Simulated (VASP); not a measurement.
# Mg (P6_3/mmc) in VASP: further runs

Mg is run at these levels: BLYP+D3(BJ), revPBE+D3(BJ), BLYP+D4, PBEsol+D4; tasks: single point.

Program: VASP 6.6.1. These are calculated values, not measurements. Logs are shortened: lines on timing, memory, paths and dates and some standing lists are left out, and cuts for length are marked.

**1. The cell of the first run**

The structure is hexagonal, space group P6_3/mmc (No. 194). Conventional cell: a = 3.052 Å, b = 3.052 Å, c = 5.105 Å, α = 90.00°, β = 90.00°, γ = 120.00°. Mg (site symmetry -6m2) has 12 Mg at 3.05 to 3.10 Å within 4.0 Å.

**2. Single point, BLYP+D3(BJ)**

File INCAR:

```
PREC     = Accurate       # precision mode
ENCUT    = 520            # plane-wave cutoff, eV
EDIFF    = 1E-6           # SCF threshold, eV
ISMEAR   = -1             # smearing method
SIGMA    = 0.05           # smearing width, eV
LREAL    = False          # projectors in reciprocal space
LASPH    = True           # aspherical terms in the spheres
NELM     = 60             # most SCF steps
ALGO     = Normal         # electronic algorithm
ISIF     = 2              # what is computed and relaxed
LWAVE    = False          # write WAVECAR
LCHARG   = True           # write CHGCAR
GGA      = B5             # functional
ALDAX    = 1.0          
AGGAX    = 1.0          
AGGAC    = 1.0          
ALDAC    = 0.0          
IVDW     = 12             # dispersion correction
VDW_S6   = 1.0          
VDW_S8   = 2.6996       
VDW_A1   = 0.4298       
VDW_A2   = 4.2359       
LELF     = True           # ELF
LVHAR    = True         
NBANDS   = 9              # bands
```

File KPOINTS:

```
Automatic mesh
0
Gamma
  10 10 5
```

File POSCAR:

```
Mg
1.0
    3.0518762716      0.0000000000      0.0000000000
   -1.5259381358      2.6430023804      0.0000000000
    0.0000000000      0.0000000000      5.1054455493
Mg
2
Direct
    0.6666666667      0.3333333333      0.7500000000
    0.3333333333      0.6666666667      0.2500000000
```

Potentials or basis: VASP PAW PBE potentials, release 64 (Mg).

On the command line:

```console
> cat potpaw_PBE.64/Mg/POTCAR > POTCAR
> mpirun -np 1 vasp_std > vasp.out
```

OUTCAR:

```text
PREC = Accurate
   ENCUT = 520
   EDIFF = 1E-6
   ISMEAR = -1
   LREAL = False
   LASPH = True
   NELM = 60
   ISIF = 2
   GGA = B5
   IVDW = 12
 IVDW          = 12

 ion  position               nearest neighbor table
   1  0.667  0.333  0.750-   2 3.10   2 3.10   2 3.10   2 3.10   2 3.10   2 3.10
   2  0.333  0.667  0.250-   1 3.10   1 3.10   1 3.10   1 3.10   1 3.10   1 3.10

  LATTYP: Found a hexagonal cell.
 ALAT       =     3.0518762716
 C/A-ratio  =     1.6728874617

  Lattice vectors:

 A1 = (   3.0518762716,   0.0000000000,   0.0000000000)
 A2 = (  -1.5259381358,   2.6430023804,   0.0000000000)
 A3 = (   0.0000000000,   0.0000000000,   5.1054455493)

Analysis of symmetry for initial positions (statically):
=====================================================================
 Subroutine PRICEL returns:
 Original cell was already a primitive cell.

 Routine SETGRP: Setting up the symmetry group for a
 hexagonal supercell.

 Subroutine GETGRP returns: Found 24 space group operations
 (whereof 12 operations were pure point group operations)
 out of a pool of 24 trial point group operations.

The static configuration has the point symmetry D_3d.
 The point group associated with its full space group is D_6h.

Analysis of symmetry for dynamics (positions and initial velocities):
=====================================================================
 Subroutine PRICEL returns:
 Original cell was already a primitive cell.

 Routine SETGRP: Setting up the symmetry group for a
 hexagonal supercell.

 Subroutine GETGRP returns: Found 24 space group operations
 (whereof 12 operations were pure point group operations)
 out of a pool of 24 trial point group operations.

The dynamic configuration has the point symmetry D_3d.
 The point group associated with its full space group is D_6h.

 Subroutine INISYM returns: Found 24 space group operations
 (whereof 12 operations are pure point group operations),
 and found     1 'primitive' translations

----------------------------------------------------------------------------------------

                                     Primitive cell

  volume of cell :      41.1811

  direct lattice vectors                    reciprocal lattice vectors
     3.051876272  0.000000000  0.000000000     0.327667281  0.189178793  0.000000000
    -1.525938136  2.643002380  0.000000000     0.000000000  0.378357586  0.000000000
     0.000000000  0.000000000  5.105445549     0.000000000  0.000000000  0.195869291

  length of vectors
     3.051876272  3.051876272  5.105445549     0.378357586  0.378357586  0.195869291

  position of ions in fractional coordinates (direct lattice)
     0.666666667  0.333333333  0.750000000
     0.333333333  0.666666667  0.250000000

  ion indices of the primitive-cell ions
   primitive index   ion index
                 1           1
                 2           2

----------------------------------------------------------------------------------------

 KPOINTS: Automatic mesh

Automatic generation of k-mesh.
 Grid dimensions read from file:
 generate k-points for:   10   10    5

 Generating k-lattice:

  Cartesian coordinates                     Fractional coordinates (reciprocal lattice)
     0.032766728  0.018917879  0.000000000     0.100000000  0.000000000  0.000000000
     0.000000000  0.037835759  0.000000000     0.000000000  0.100000000  0.000000000
     0.000000000  0.000000000  0.039173858     0.000000000  0.000000000  0.200000000

  Length of vectors
     0.037835759  0.037835759  0.039173858

  Shift w.r.t. Gamma in fractional coordinates (k-lattice)
     0.000000000  0.000000000  0.000000000

 Subroutine IBZKPT returns following result:
 ===========================================

 Found     42 irreducible k-points:

 Following reciprocal coordinates:
            Coordinates               Weight
  0.000000  0.000000  0.000000      1.000000
  0.100000  0.000000  0.000000      6.000000
  0.200000  0.000000  0.000000      6.000000
  0.300000  0.000000  0.000000      6.000000
  0.400000  0.000000  0.000000      6.000000
  0.500000  0.000000  0.000000      3.000000
[... 16 lines left out ...]
  0.300000  0.100000  0.200000     24.000000
  0.400000  0.100000  0.200000     24.000000
 [... further k-points ...]
   k-points           NKPTS =     42   k-points in BZ     NKDIM =     42   number of bands    NBANDS=      9
   number of dos      NEDOS =    301   number of ions     NIONS =      2
   total plane-waves  NPLWV =  23040
   dimension x,y,z NGX =    24 NGY =   24 NGZ =   40
   dimension x,y,z NGXF=    48 NGYF=   48 NGZF=   80
   ions per type =               2
   NGX,Y,Z   is equivalent  to a cutoff of  13.07, 13.07, 13.02 a.u.
   NGXF,Y,Z  is equivalent  to a cutoff of  26.15, 26.15, 26.05 a.u.
 SYSTEM =  unknown system
   PREC   = accura    normal or accurate (medium, high low for compatibility)
   ISTART =      0    job   : 0-new  1-cont  2-samecut
   ICHARG =      2    charge: 1-file 2-atom 10-const
   ISPIN  =      1    spin polarized calculation?
   LNONCOLLINEAR =      F non collinear calculations
   LSORBIT =      F    spin-orbit coupling
   LASPH  =      T    aspherical Exc in radial PAW
   ENCUT  =  520.0 eV  38.22 Ry    6.18 a.u.   5.67  5.67  9.49*2*pi/ulx,y,z
   NELM   =     60;   NELMIN=  2; NELMDL= -5     # of ELM steps
   EDIFF  = 0.1E-05   stopping-criterion for ELM
   LREAL  =      F    real-space projection
   EDIFFG = 0.1E-04   stopping-criterion for IOM
   NSW    =      0    number of steps for IOM
   IBRION =     -1    ionic relax: 0-MD 1-quasi-New 2-CG
   NFREE  =      0    steps in history (QN), initial steepest desc. (CG)
   ISIF   =      2    stress and relaxation
   ISYM   =      2    0-nonsym 1-usesym 2-fastsym
   POTIM  = 0.5000    time-step for ionic-motion
   TEBEG  =    0.0;   TEEND  =   0.0 temperature during run
   PSTRESS=    0.0 pullay stress
   NELECT =       4.0000    total number of electrons
   NUPDOWN=      -1.0000    fix difference up-down
   EMIN   =  10.00;   EMAX   =-10.00  energy-range for DOS
   EFERMI =   0.00;   METHOD = LEGACY
   ISMEAR =    -1;   SIGMA  =   0.05  broadening in eV -4-tet -1-fermi 0-gaus
   EFERMI_NEDOS =   21; number of points for ismear=-14 and -15
   IALGO  =     38    algorithm
   IMIX   =      4    mixing-type and parameters
     AMIX     =   0.40;   BMIX     =  1.00
     AMIX_MAG =   1.60;   BMIX_MAG =  1.00
  volume/ion in A,a.u.               =      20.59       138.95
  Fermi-wavevector in a.u.,A,eV,Ry     =   0.752539  1.422092  7.705175  0.566314
  Thomas-Fermi vector in A             =   1.849772
   LORBIT       =      0    0 simple, 1 ext, 2 COOP (PROOUT), +10 PAW based schemes
   GGA     = B5    functional components
   LHFCALC =     F    Hartree Fock is set to
   AEXX    =    0.0000 exact exchange contribution
   IVDW    =    12    specifies the selected vdW correction
   LEPSILON=     F    determine dielectric tensor
   LRPA    =     F    only Hartree local field effects (RPA)
 non-spin polarized calculation
  energy-cutoff  :      520.00
  volume of cell :       41.18
 maximum number of plane-waves:      1122
 NGX is ok and might be reduce to    24
   NGX = 11   NGY = 11   NGZ = 19

 number of electron       4.0000000 magnetization

 Free energy of the ion-electron system (eV)
  ---------------------------------------------------
  ext. energy  EPLUGINS =         0.00000000
  ---------------------------------------------------
  free energy    TOTEN  =        -1.40449874 eV

  energy without entropy =       -1.39717605  energy(sigma->0) =       -1.40083740

 E-fermi :   3.7338     XC(G=0):  -8.3984

 val. band max:        3.6665691351   @ k =   0.5000   0.0000   0.4000
 cond. band min:       3.7719904204   @ k =   0.4000   0.1000   0.4000
 fundamental gap:      0.1054212854
 Fermi energy:         3.7337837104

 k-point     1 :       0.0000    0.0000    0.0000
  band No.  band energies     occupation
      1      -3.7284      2.00000
      2       1.7209      2.00000
      3       2.0807      2.00000
      4      15.5843      0.00000
      5      15.5843      0.00000
      6      15.8736      0.00000
      7      15.9056      0.00000
      8      15.9056      0.00000
      9      18.3645      0.00000

 k-point     2 :       0.1000    0.0000    0.0000
  band No.  band energies     occupation
      1      -3.5125      2.00000
      2       1.9157      2.00000
      3       2.2900      2.00000
      4      12.6501      0.00000
      5      14.1895      0.00000
      6      14.8607      0.00000
      7      16.6458      0.00000
      8      17.4676      0.00000
      9      17.5091      0.00000

 k-point     3 :       0.2000    0.0000    0.0000
  band No.  band energies     occupation
      1      -2.8680      2.00000
      2       2.5009      2.00000
      3       2.9043      2.00000
      4       9.4511      0.00000
      5      12.9775      0.00000
      6      13.1388      0.00000
      7      14.3051      0.00000
      8      15.6143      0.00000
      9      17.5374      0.00000

 k-point     4 :       0.3000    0.0000    0.0000
  band No.  band energies     occupation
      1      -1.8049      2.00000
      2       3.4782      1.98801
      3       3.8385      0.21945
      4       6.6144      0.00000
      5      11.2141      0.00000
      6      11.3689      0.00000
      7      12.1111      0.00000
      8      14.0890      0.00000
      9      16.5248      0.00000

 k-point     5 :       0.4000    0.0000    0.0000
  band No.  band energies     occupation
      1      -0.3395      2.00000
      2       3.5778      1.91542
      3       4.8492      0.00000
      4       5.6729      0.00000
      5       8.8060      0.00000
      6       9.1828      0.00000
      7      11.5922      0.00000
      8      13.1756      0.00000
      9      15.9089      0.00000

 k-point     6 :       0.5000    0.0000    0.0000
  band No.  band energies     occupation
      1       1.4785      2.00000
      2       1.5200      2.00000
      3       6.4712      0.00000
      4       6.7847      0.00000
      5       7.0293      0.00000
      6       7.4556      0.00000
      7      11.4195      0.00000
      8      12.8832      0.00000
      9      15.7025      0.00000
[... 169 lines left out ...]
 k-point    21 :       0.1000    0.1000    0.2000
  band No.  band energies     occupation
      1      -2.8525      2.00000
      2       0.5226      2.00000
      3       4.8708      0.00000
      4      11.1058      0.00000
      5      11.5641      0.00000
      6      13.7407      0.00000
      7      14.4674      0.00000
      8      15.0265      0.00000
      9      17.2928      0.00000

 k-point    22 :       0.2000    0.1000    0.2000
  band No.  band energies     occupation
      1      -2.0009      2.00000
      2       1.3374      2.00000
      3       5.5909      0.00000
      4       8.3087      0.00000
      5      10.0817      0.00000
      6      11.5933      0.00000
      7      13.2638      0.00000
      8      15.1262      0.00000
      9      15.3487      0.00000

 k-point    23 :       0.3000    0.1000    0.2000
  band No.  band energies     occupation
      1      -0.7401      2.00000
      2       2.5249      2.00000
      3       5.3140      0.00000
      4       6.9909      0.00000
      5       8.3597      0.00000
      6       9.8836      0.00000
      7      12.3907      0.00000
      8      13.2373      0.00000
      9      15.4337      0.00000

 k-point    24 :       0.4000    0.1000    0.2000
  band No.  band energies     occupation
      1       0.9073      2.00000
      2       2.8466      2.00000
      3       4.3082      0.00002
      4       6.1682      0.00000
      5       8.1527      0.00000
      6       9.3494      0.00000
      7      10.9538      0.00000
      8      12.4005      0.00000
      9      15.2813      0.00000

 [... further k-points ...]

------------------------ aborting loop because EDIFF is reached ----------------------------------------

 Edisp (eV)   -1.44817

 E8    (eV) :    -1.0672

  FORCE on cell =-STRESS in cart. coord.  units (eV):
  Direction    XX          YY          ZZ          XY          YZ          ZX
  --------------------------------------------------------------------------------------
  -------------------------------------------------------------------------------------
  Total      -0.01725    -0.01725    -0.02146     0.00000     0.00000     0.00000
  in kB      -0.67129    -0.67129    -0.83477     0.00000     0.00000     0.00000
  external pressure =       -0.73 kB  Pullay stress =        0.00 kB

 VOLUME and BASIS-vectors are now :
 -----------------------------------------------------------------------------
  energy-cutoff  :      520.00
  volume of cell :       41.18
      direct lattice vectors                 reciprocal lattice vectors
     3.051876272  0.000000000  0.000000000     0.327667281  0.189178793  0.000000000
    -1.525938136  2.643002380  0.000000000     0.000000000  0.378357586  0.000000000
     0.000000000  0.000000000  5.105445549     0.000000000  0.000000000  0.195869291

 POSITION                                       TOTAL-FORCE (eV/Angst)
 -----------------------------------------------------------------------------------
      1.52594      0.88100      3.82908         0.000000      0.000000      0.000000
     -0.00000      1.76200      1.27636         0.000000     -0.000000      0.000000
 -----------------------------------------------------------------------------------
    total drift:                                0.000000     -0.000000      0.000000

  FREE ENERGIE OF THE ION-ELECTRON SYSTEM (eV)
  ---------------------------------------------------
  free  energy   TOTEN  =        -2.8526696081 eV

  energy  without entropy=       -2.8453469188  energy(sigma->0) =       -2.84900826
```

Wall time 9.5 s (1 thread of Intel Xeon 6975P-C (Granite Rapids), shared host); peak memory 0.17 GiB.

What came out:

- Free energy: -2.8527 eV
- Pressure: -0.1 GPa
- Band gap on the k mesh: zero (band 2 reaches 4.26 eV, above the bottom of band 3 at 2.08 eV)
- Dispersion energy per atom: -0.724 eV

Levels at points of the mesh, in eV from the Fermi level:
| k point | band 1 | band 2 | band 3 | band 4 | band 5 | band 6 |
| --- | --- | --- | --- | --- | --- | --- |
| (0.00, 0.00, 0.00) | -7.46 | -2.01 | -1.65 | 11.85 | 11.85 | 12.14 |
| (0.50, 0.00, 0.00) | -2.26 | -2.21 | 2.74 | 3.05 | 3.30 | 3.72 |

Caveat: the PAW data sets were made with another functional, which shifts forces and pressure a little; pairwise dispersion overbinds metals, which lowers pressure and volume.

(Continued in part 2 of 3.)
